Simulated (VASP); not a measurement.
Write the native input for VASP 6.6.1 that does the following.

```
Task                   : single point
Functional             : PBE
Potentials or basis    : VASP PAW PBE potentials, release 64 (V_sv)
Cutoff                 : 520 eV
k mesh                 : 8 × 8 × 8
Occupations            : gaussian, width 0.1 eV
Spin                   : collinear spin, ferromagnetic start
Starting moments       : [2.0, 2.0] μB
Dipole correction      : no
Further INCAR settings : ALGO = Normal; EDIFF = 1e-06; NBANDS = 24
```

The structure of V lies in POSCAR:

```
V
1.0
   -2.3544392031      2.3544392031      1.2843900470
    2.3544392031     -2.3544392031      1.2843900470
    2.3544392031      2.3544392031     -1.2843900470
V
2
Direct
    0.0000000000      0.0000000000      0.0000000000
    0.7500000000      0.2500000000      0.5000000000
```

One way to write it, as run:

INCAR

```
SYSTEM = V
PREC = Accurate
ENCUT = 520
EDIFF = 1E-6
ISMEAR = 0
SIGMA = 0.1
LREAL = .FALSE.
LASPH = .TRUE.
NELM = 150
ALGO = Normal
ISIF = 2
LWAVE = .FALSE.
LCHARG = .TRUE.
ISPIN = 2
MAGMOM = 2 2
LORBIT = 11
LMAXMIX = 4
GGA = PE
LELF = .TRUE.
LVHAR = .TRUE.
NBANDS = 24
```

KPOINTS

```
Automatic mesh
0
G
  8 8 8
  0 0 0
```

Potentials or basis: VASP PAW PBE potentials, release 64 (V_sv).

Command:

```console
$ cat potpaw_PBE.64/V_sv/POTCAR > POTCAR
$ mpirun -np 1 vasp_std > vasp.out
```

It gave:

```
Pressure                                              : -2.4 GPa
Band gap on the k mesh                                : zero (filled and empty bands overlap)
Net moment                                            : 0.00 μB per cell
Valence electrons inside the program's atomic spheres : V 11.69
```

It took 48 s on 1 thread of Intel(R) Xeon(R) 6975P-C (Granite Rapids), with other jobs on the host, peak memory 0.2 GiB.
